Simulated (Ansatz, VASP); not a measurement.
Two plane-wave programs on SrEuMgWO6

INCAR

```
SYSTEM = SrEuMgWO6
PREC = Accurate
ENCUT = 840
EDIFF = 1E-6
ISMEAR = 0
SIGMA = 0.1
LREAL = .False.
LASPH = .True.
NELM = 200
ALGO = Normal
ISIF = 2
LWAVE = .False.
LCHARG = .False.
ISPIN = 2
MAGMOM = 7 0 0 0 0 0 0 0 0 0
LORBIT = 11
LMAXMIX = 6
GGA = PS
NBANDS = 58
GGA_COMPAT = .False.
```

Contents of KPOINTS:

```
regular mesh
0
Gamma
  4 4 4
  0 0 0
```

The input POSCAR:

```
SrEuMgWO6
1.0
    0.0000000000      4.0212716100      4.0212716100
    4.0212716100      0.0000000000      4.0212716100
    4.0212716100      4.0212716100      0.0000000000
Eu Mg O Sr W
1 1 6 1 1
Direct
    0.2500000000      0.2500000000      0.2500000000
    0.0000000000      0.0000000000      0.0000000000
    0.7435779400      0.2564220600      0.2564220600
    0.2564220600      0.7435779400      0.7435779400
    0.2564220600      0.7435779400      0.2564220600
    0.7435779400      0.2564220600      0.7435779400
    0.2564220600      0.2564220600      0.7435779400
    0.7435779400      0.7435779400      0.2564220600
    0.7500000000      0.7500000000      0.7500000000
    0.5000000000      0.5000000000      0.5000000000
```

Input for Ansatz:

```yaml
crystal:
  lattice:
    - [0.0, 4.02127161, 4.02127161]
    - [4.02127161, 0.0, 4.02127161]
    - [4.02127161, 4.02127161, 0.0]
  atoms:
    - { symbol: Eu, position: [0.25, 0.25, 0.25], spin: 7.0 }
    - { symbol: Mg, position: [0.0, 0.0, 0.0] }
    - { symbol: O, position: [0.74357794, 0.25642206, 0.25642206] }
    - { symbol: O, position: [0.25642206, 0.74357794, 0.74357794] }
    - { symbol: O, position: [0.25642206, 0.74357794, 0.25642206] }
    - { symbol: O, position: [0.74357794, 0.25642206, 0.74357794] }
    - { symbol: O, position: [0.25642206, 0.25642206, 0.74357794] }
    - { symbol: O, position: [0.74357794, 0.74357794, 0.25642206] }
    - { symbol: Sr, position: [0.75, 0.75, 0.75] }
    - { symbol: W, position: [0.5, 0.5, 0.5] }
basis:
  ecutwfc: 420
kpoints:
  mp_grid: { grid: [4, 4, 4] }
hamiltonian:
  xc: pbesol
scf:
  occupations: { method: gaussian, width: 0.1 }
  lower_state_search: "off"
output:
  forces: true
  stress: true
  eigenvalues: true
  populations: true
  hubbard: { sites: [{ species: Eu, l: f }] }
magnetization:
  spin_polarized: true
```

Alike in both runs: task single point; functional PBEsol; k mesh 4 × 4 × 4; occupations gaussian, width 0.1 eV; collinear spin.

```csv
,VASP,Ansatz
version,VASP 6.6.1,Ansatz 0.2.0
potentials or method,"VASP PAW PBE potentials, release 64 (Eu, Mg_sv, O, Sr_sv, W_sv), cutoff 840 eV","scalar-relativistic, plane waves, PAW"
valence electrons in the cell,87,87
```

```tsv
	VASP	Ansatz	Ansatz less VASP
gap on the k mesh at the Fermi level (eV)	0.17	0.19	+0.014
least direct gap on the mesh (eV)	0.19	0.21	+0.020
pressure (GPa)	-9.7	-10.5	-0.79
rms of the force components (eV/Å)	0.302	0.368	+0.0661
net moment per atom (μB)	0.70	0.70	+0.001
size of the moment on the site where the two differ most (μB)	6.56	6.70	+0.147
```

VASP's potentials were made for PBE, not for PBEsol. Site moments also hang on the region over which each program counts them. Atom by atom the forces differ by 0.066 eV/Å (rms over components). With one functional, cell and mesh, what is left measures potentials, basis and numerics.

Neither program's run includes spin-orbit coupling.
